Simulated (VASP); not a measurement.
# Sr2AlPd2 (I4/mmm) in VASP: notebook

The runs below take Sr2AlPd2 through single point, with PBEsol.

All numbers are computed with VASP 6.6.1; they aren't measurements. Logs are shortened: lines on timing, memory, paths and dates and some standing lists are left out, and cuts for length are marked.

### 1 The cell of the first run

Symmetry: I4/mmm, No. 139, tetragonal system. Conventional cell: a = 4.524 Å, b = 4.524 Å, c = 11.870 Å, α = 90.00°, β = 90.00°, γ = 90.00°. Sr (site symmetry 4mm) has 4 Pd at 2.70 Å and 1 Sr at 2.99 Å and 4 Al at 3.53 Å within 3.6 Å. Within 4.6 Å of Al (site symmetry 4/mmm) lie 10 Sr at 3.53 to 4.44 Å and 8 Pd at 3.73 Å and 4 Al at 4.52 Å. Pd (site symmetry -4m2) has 4 Sr at 2.70 Å and 4 Pd at 3.20 Å and 4 Al at 3.73 Å within 3.8 Å.

### 2 Single point, PBEsol

Contents of INCAR:

```
SYSTEM = Sr2AlPd2
ALGO = Normal
EDIFF = 1E-7
ENCUT = 520
GGA = PS
ISIF = 2
ISMEAR = 0
LASPH = .TRUE.
LCHARG = .FALSE.
LREAL = .FALSE.
LWAVE = .FALSE.
NBANDS = 30
NELM = 60
PREC = Accurate
SIGMA = 0.1
```

Contents of KPOINTS:

```
k-points
0
G
  6 6 6
  0 0 0
```

Contents of POSCAR:

```
Sr2AlPd2
1.0
   -2.2620598246      2.2620598246      5.9351074605
    2.2620598246     -2.2620598246      5.9351074605
    2.2620598246      2.2620598246     -5.9351074605
Sr Al Pd
2 1 2
Direct
    0.6260000000      0.6260000000      0.0000000000
    0.3740000000      0.3740000000      0.0000000000
    0.0000000000      0.0000000000      0.0000000000
    0.2500000000      0.7500000000      0.5000000000
    0.7500000000      0.2500000000      0.5000000000
```

Potentials or basis: VASP PAW PBE potentials, release 64 (Sr_sv, Al, Pd).

Started as:

```sh
$ cat potpaw_PBE.64/Sr_sv/POTCAR potpaw_PBE.64/Al/POTCAR potpaw_PBE.64/Pd/POTCAR > POTCAR
$ mpirun -np 1 vasp_std > vasp.out
```

OUTCAR:

```text
SYSTEM = Sr2AlPd2
   EDIFF = 1E-7
   ENCUT = 520
   GGA = PS
   ISIF = 2
   ISMEAR = 0
   LASPH = .TRUE.
   LREAL = .FALSE.
   NELM = 60
   PREC = Accurate

 ion  position               nearest neighbor table
   1  0.626  0.626  0.000-   4 2.70   5 2.70   4 2.70   5 2.70   2 2.99   3 3.53   3 3.53   3 3.53
                             3 3.53   2 4.35   2 4.35   2 4.35   2 4.35
   2  0.374  0.374  0.000-   4 2.70   5 2.70   4 2.70   5 2.70   1 2.99   3 3.53   3 3.53   3 3.53
                             3 3.53   1 4.35   1 4.35   1 4.35   1 4.35
   3  0.000  0.000  0.000-   1 3.53   1 3.53   1 3.53   2 3.53   1 3.53   2 3.53   2 3.53   2 3.53

   4  0.250  0.750  0.500-   2 2.70   1 2.70   2 2.70   1 2.70   5 3.20   5 3.20   5 3.20   5 3.20

   5  0.750  0.250  0.500-   2 2.70   1 2.70   2 2.70   1 2.70   4 3.20   4 3.20   4 3.20   4 3.20

  LATTYP: Found a body centered tetragonal cell.
 ALAT       =     4.5241196492
 C/A-ratio  =     2.6237623762

  Lattice vectors:

 A1 = (  -2.2620598246,   2.2620598246,   5.9351074605)
 A2 = (   2.2620598246,  -2.2620598246,   5.9351074605)
 A3 = (   2.2620598246,   2.2620598246,  -5.9351074605)

Analysis of symmetry for initial positions (statically):
=====================================================================
 Subroutine PRICEL returns:
 Original cell was already a primitive cell.

 Routine SETGRP: Setting up the symmetry group for a
 body centered tetragonal supercell.

 Subroutine GETGRP returns: Found 16 space group operations
 (whereof 16 operations were pure point group operations)
 out of a pool of 16 trial point group operations.

The static configuration has the point symmetry D_4h.

Analysis of symmetry for dynamics (positions and initial velocities):
=====================================================================
 Subroutine PRICEL returns:
 Original cell was already a primitive cell.

 Routine SETGRP: Setting up the symmetry group for a
 body centered tetragonal supercell.

 Subroutine GETGRP returns: Found 16 space group operations
 (whereof 16 operations were pure point group operations)
 out of a pool of 16 trial point group operations.

The dynamic configuration has the point symmetry D_4h.

 Subroutine INISYM returns: Found 16 space group operations
 (whereof 16 operations are pure point group operations),
 and found     1 'primitive' translations

----------------------------------------------------------------------------------------

                                     Primitive cell

  volume of cell :     121.4778

[... 98 lines left out ...]
   IBRION =     -1    ionic relax: 0-MD 1-quasi-New 2-CG
   NFREE  =      0    steps in history (QN), initial steepest desc. (CG)
   ISIF   =      2    stress and relaxation
   ISYM   =      2    0-nonsym 1-usesym 2-fastsym
   POTIM  = 0.5000    time-step for ionic-motion
   TEBEG  =    0.0;   TEEND  =   0.0 temperature during run
   PSTRESS=    0.0 pullay stress
   NELECT =      43.0000    total number of electrons
   NUPDOWN=      -1.0000    fix difference up-down
   EMIN   =  10.00;   EMAX   =-10.00  energy-range for DOS
   EFERMI =   0.00;   METHOD = LEGACY
   ISMEAR =     0;   SIGMA  =   0.10  broadening in eV -4-tet -1-fermi 0-gaus
   EFERMI_NEDOS =   21; number of points for ismear=-14 and -15
   IALGO  =     38    algorithm
   IMIX   =      4    mixing-type and parameters
     AMIX     =   0.40;   BMIX     =  1.00
     AMIX_MAG =   1.60;   BMIX_MAG =  1.00
  volume/ion in A,a.u.               =      24.30       163.95
  Fermi-wavevector in a.u.,A,eV,Ry     =   1.158063  2.188421 18.246898  1.341109
  Thomas-Fermi vector in A             =   2.294668
   LORBIT       =      0    0 simple, 1 ext, 2 COOP (PROOUT), +10 PAW based schemes
   GGA     = PS    functional components
   LHFCALC =     F    Hartree Fock is set to
   AEXX    =    0.0000 exact exchange contribution
   IVDW    =     0    specifies the selected vdW correction
   LEPSILON=     F    determine dielectric tensor
   LRPA    =     F    only Hartree local field effects (RPA)
 non-spin polarized calculation
 Gauss-broadening in eV      SIGMA  =   0.10
  energy-cutoff  :      520.00
  volume of cell :      121.48
 maximum number of plane-waves:      3297
   NGX = 25   NGY = 25   NGZ = 25

 number of electron      42.9999998 magnetization

 Free energy of the ion-electron system (eV)
  ---------------------------------------------------
  ext. energy  EPLUGINS =         0.00000000
  ---------------------------------------------------
  free energy    TOTEN  =       -18.00188080 eV

  energy without entropy =      -17.98507334  energy(sigma->0) =      -17.99347707

 E-fermi :   4.7090     XC(G=0): -10.0672

 val. band max:        4.7037550555   @ k =  -0.3333   0.5000   0.3333
 cond. band min:       4.7407887619   @ k =  -0.1667   0.1667   0.1667
 fundamental gap:      0.0370337064
 Fermi energy:         4.7090169147

 k-point     1 :       0.0000    0.0000    0.0000
  band No.  band energies     occupation
      1     -30.3011      2.00000
      2     -30.1314      2.00000
      3     -13.2314      2.00000
      4     -12.4530      2.00000
      5     -12.4530      2.00000
      6     -12.3005      2.00000
[... 781 lines left out ...]
     29       9.1551      0.00000
     30       9.6707      0.00000

 [... further k-points ...]

------------------------ aborting loop because EDIFF is reached ----------------------------------------

  FORCE on cell =-STRESS in cart. coord.  units (eV):
  Direction    XX          YY          ZZ          XY          YZ          ZX
  --------------------------------------------------------------------------------------
  -------------------------------------------------------------------------------------
  Total        3.3643756      3.3643756      7.7625806      0.0000000     -0.0000000     -0.0000000
  in kB       44.3729508     44.3729508    102.3811386      0.0000000     -0.0000000     -0.0000000
  external PRESSURE =      63.7090134 kB  Pullay stress =       0.0000000 kB

 VOLUME and BASIS-vectors are now :
 -----------------------------------------------------------------------------
  energy-cutoff  :      520.00
  volume of cell :      121.48
      direct lattice vectors                 reciprocal lattice vectors
    -2.262059825  2.262059825  5.935107461     0.000000000  0.221037479  0.084244473
     2.262059825 -2.262059825  5.935107461     0.221037479  0.000000000  0.084244473
     2.262059825  2.262059825 -5.935107461     0.221037479  0.221037479  0.000000000

 POSITION                                       TOTAL-FORCE (eV/Angst)
 -----------------------------------------------------------------------------------
      0.00000      0.00000      7.43075        -0.000000     -0.000000     -1.092405
      0.00000      0.00000      4.43946         0.000000      0.000000      1.092405
      0.00000      0.00000      0.00000         0.000000      0.000000      0.000000
      2.26206     -0.00000      2.96755         0.000000      0.000000      0.000000
     -0.00000      2.26206      2.96755         0.000000      0.000000      0.000000
 -----------------------------------------------------------------------------------
    total drift:                               -0.000000     -0.000000      0.000000

  FREE ENERGIE OF THE ION-ELECTRON SYSTEM (eV)
  ---------------------------------------------------
  free  energy   TOTEN  =       -18.0018808045 eV

  energy  without entropy=      -17.9850733417  energy(sigma->0) =      -17.99347707
```

Run time: 5.7 min. Hardware: 1 thread of Intel Xeon Platinum 8259CL at 2.50GHz (Skylake/Cascade Lake), shared host; peak memory 0.41 GiB.

What came out:

```yaml
Free_energy: -18.0019 eV
Pressure: 6.4 GPa
Largest_force: 1.092 eV/Å
Band_gap_on_the_k_mesh: zero (an odd number of electrons rules out a gap without spin polarisation)
```

Forces in eV/Å, atoms in the order of the input:
```
Sr   0.000  0.000 -1.092
Sr   0.000  0.000  1.092
Al   0.000  0.000  0.000
Pd   0.000  0.000  0.000
Pd   0.000  0.000  0.000
```

Caveat: the stress differs along the axes, from 4 to 10 GPa; the PAW data sets were made with another functional, which shifts forces and pressure a little.

### 3 Single point, PBEsol

This run uses another cell than the first one, of 25.74 Å³/atom.

Contents of INCAR:

```
SYSTEM = Sr2AlPd2
  ALGO = Fast
  EDIFF = 1E-7
  ENCUT = 520
  GGA = PS
  ISIF = 2
  ISMEAR = 0
  LASPH = .TRUE.
  LCHARG = .TRUE.
  LELF = .TRUE.
  LREAL = .FALSE.
  LVHAR = .TRUE.
  LWAVE = .FALSE.
  NBANDS = 30
  NELM = 100
  PREC = Accurate
  SIGMA = 0.1
```

KPOINTS is that of step 2.

Contents of POSCAR:

```
Sr2AlPd2
1.0
   -1.8882073921      1.8882073921      9.0239275492
    1.8882073921     -1.8882073921      9.0239275492
    1.8882073921      1.8882073921     -9.0239275492
Sr Al Pd
2 1 2
Direct
    0.6172864704      0.6172864704      0.0000000000
    0.3827135296      0.3827135296      0.0000000000
    0.0000000000      0.0000000000      0.0000000000
    0.2500000000      0.7500000000      0.5000000000
    0.7500000000      0.2500000000      0.5000000000
```

Potentials or basis: VASP PAW PBE potentials, release 64 (Sr_sv, Al, Pd).

Started as:

```sh
$ cat potpaw_PBE.64/Sr_sv/POTCAR potpaw_PBE.64/Al/POTCAR potpaw_PBE.64/Pd/POTCAR > POTCAR
$ mpirun -np 1 vasp_std > vasp.out
```

Wall time 29 min (1 thread of Intel Xeon Platinum 8259CL at 2.50GHz (Skylake/Cascade Lake), shared host); peak memory 0.77 GiB.

It converged, with:

```yaml
Free_energy: -20.4485 eV
Pressure: 0.3 GPa
Largest_force: 0.025 eV/Å
Band_gap_on_the_k_mesh: zero (an odd number of electrons rules out a gap without spin polarisation)
```

Forces in eV/Å, atoms in the order of the input:
```
Sr   0.000  0.000 -0.025
Sr   0.000  0.000  0.025
Al   0.000  0.000  0.000
Pd   0.000  0.000  0.000
Pd   0.000  0.000  0.000
```

Stress tensor (GPa, compression positive):
```
0.11 0.00 0.00
0.00 0.11 0.00
0.00 0.00 0.60
```

Levels at points of the mesh, in eV from the Fermi level:
```
           k point  band 19  band 20  band 21  band 22  band 23  band 24  band 25  band 26
(0.00, 0.00, 0.00)    -0.84     0.06     1.05     1.53     1.57     2.39     2.77     2.95
(0.50, 0.00, 0.00)    -1.84    -1.41    -0.66    -0.45     0.31     1.30     2.21     3.25
(0.50, 0.50, 0.00)    -0.66    -0.60    -0.60    -0.40     0.74     1.78     2.59     2.75
(0.50, 0.50, 0.50)    -0.39    -0.12     0.06     1.05     1.96     2.20     2.77     2.77
```

Caveat: the PAW data sets were made with another functional, which shifts forces and pressure a little.

The gap in the log of VASP goes by the Fermi energy; the results here count the filled bands.